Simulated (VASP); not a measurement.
Write the native input for VASP 6.6.1 that does the following.

* Task: single point
* Functional: PBEsol
* Potentials or basis: VASP PAW PBE potentials, release 64 (Ga_d, Sb)
* Cutoff: 500 eV
* k mesh: 4 × 4 × 4
* Occupations: fermi-dirac, width 0.1 eV
* Spin: no spin polarisation
* Dipole correction: no
* Further INCAR settings: ALGO = Normal; EDIFF = 1e-06; NBANDS = 16

The structure of GaSb lies in POSCAR:

```
GaSb
1.0
   -2.7534340000      2.7534340000      1.5907070000
    2.7534340000     -2.7534340000      1.5907070000
    2.7534340000      2.7534340000     -1.5907070000
Ga Sb
1 1
Direct
    0.2500000000      0.7500000000      0.5000000000
    0.0000000000      0.0000000000      0.0000000000
```

One way to write it, as run:

INCAR

```
SYSTEM = GaSb
ALGO = Normal
EDIFF = 1E-6
ENCUT = 500
GGA = PS
GGA_COMPAT = .FALSE.
ISIF = 2
ISMEAR = -1
LASPH = .TRUE.
LCHARG = .FALSE.
LREAL = .FALSE.
LWAVE = .FALSE.
NBANDS = 16
NELM = 120
PREC = Accurate
SIGMA = 0.1
```

KPOINTS

```
k-points
0
G
  4 4 4
  0 0 0
```

Potentials or basis: VASP PAW PBE potentials, release 64 (Ga_d, Sb).

Command:

```bash
$ cat potpaw_PBE.64/Ga_d/POTCAR potpaw_PBE.64/Sb/POTCAR > POTCAR
$ mpirun -np 1 vasp_std > vasp.out
```

Results of the run:

The pressure is -3.8 GPa and the band gap on the k mesh is zero (band 9 reaches 8.15 eV, above the bottom of band 10 at 4.67 eV).

Caveat: the k points lie up to 0.57 Å⁻¹ apart; the PAW data sets were made with another functional, which shifts forces and pressure a little; spin-orbit coupling is left out, which moves the levels of the heavy elements.

Wall time 22 s on 1 thread of AMD EPYC 7R13, with other jobs on the host, peak memory 0.14 GiB.
